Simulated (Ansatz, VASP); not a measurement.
## Two plane-wave programs on BaTiO3

INCAR

```
SYSTEM = BaTiO3
ALGO     = Normal         ! electronic algorithm
EDIFF    = 1E-6           ! SCF threshold, eV
ENCUT    = 520            ! plane-wave cutoff, eV
GGA      = PE             ! functional
ISIF     = 2              ! what is computed and relaxed
ISMEAR   = -1             ! smearing method
LASPH    = .True.         ! aspherical terms in the spheres
LCHARG   = .False.        ! write CHGCAR
LREAL    = .False.        ! projectors in reciprocal space
LWAVE    = .False.        ! write WAVECAR
NBANDS   = 28             ! bands
NELM     = 60             ! most SCF steps
PREC     = Accurate       ! precision mode
SIGMA    = 0.02           ! smearing width, eV
```

KPOINTS

```
k-points
0
Gamma
  6 6 6
  0 0 0
```

POSCAR

```
BaTiO3
1.0
    2.8399483166      1.6396449251      2.3312785423
   -2.8399483166      1.6396449251      2.3312785423
    0.0000000000     -3.2792898502      2.3312785423
Ba Ti O
1 1 3
Direct
    0.0012626313      0.0012626313      0.0012626313
    0.5147192493      0.5147192493      0.5147192493
    0.4882359353      0.9786472489      0.4882359353
    0.4882359353      0.4882359353      0.9786472489
    0.9786472489      0.4882359353      0.4882359353
```

Input for Ansatz:

```yaml
crystal:
  lattice:
    - [2.8399483166, 1.6396449251, 2.3312785423]
    - [-2.8399483166, 1.6396449251, 2.3312785423]
    - [0.0, -3.2792898502, 2.3312785423]
  atoms:
    - { symbol: Ba, position: [0.0012626313, 0.0012626313, 0.0012626313] }
    - { symbol: Ti, position: [0.5147192493, 0.5147192493, 0.5147192493] }
    - { symbol: O, position: [0.4882359353, 0.9786472489, 0.4882359353] }
    - { symbol: O, position: [0.4882359353, 0.4882359353, 0.9786472489] }
    - { symbol: O, position: [0.9786472489, 0.4882359353, 0.4882359353] }
kpoints:
  mp_grid: { grid: [6, 6, 6] }
  band_path:
    path:
      - [[0.0, 0.0, 0.0], [0.5, 0.5, 0.5], [0.5035565886912, 0.4964434113088, 0.5]]
      - [[0.5, -0.4964434113088, 0.4964434113088], [0.5, -3.527526485097e-17, -1.383613880678e-17], [0.0, 0.0, 0.0], [0.4982217056544, -0.4982217056544, -1.453777528479e-34]]
      - [[0.5017782943456, -1.521086500036e-17, 0.4982217056544], [0.5, 4.901744039999e-17, 0.5], [0.0, 0.0, 0.0]]
    npoints: 10
hamiltonian:
  xc: pbe
scf:
  occupations: { method: fermi_dirac, width: 0.02 }
  n_extra_bands: 5
output:
  forces: true
  stress: true
  eigenvalues: true
  write_density: true
  write_potential: true
  elf: true
  volumetric_format: npy
```

Alike in both runs: task single point; functional PBE; k mesh 6 × 6 × 6; occupations fermi-dirac, width 0.02 eV; no spin polarisation.

|  | VASP | Ansatz |
| --- | --- | --- |
| version | VASP 6.6.1 | Ansatz 0.2.0 |
| potentials or method | VASP PAW PBE potentials, release 64 (Ba_sv, Ti_sv, O) | plane waves, PAW |
| plane-wave cutoff (eV) | 520 | 420 |
| valence electrons in the cell | 40 | 40 |

Ansatz gave:

```
gap on the k mesh at the Fermi level (eV)                     : 2.51
pressure (GPa)                                                : 3.2
traceless stress, the component that is largest in VASP (GPa) : -0.09
rms of the force components (eV/Å)                            : 0.042
```

Task: Estimate VASP's values.

Result: gap on the k mesh at the Fermi level (eV): 2.46; pressure (GPa): 4.9; traceless stress, the component that is largest in VASP (GPa): -0.14; rms of the force components (eV/Å): 0.068.

Atom by atom the forces differ by 0.032 eV/Å (rms over components). With one functional, cell and mesh, what is left measures potentials, basis and numerics.

Spin-orbit coupling is off throughout.
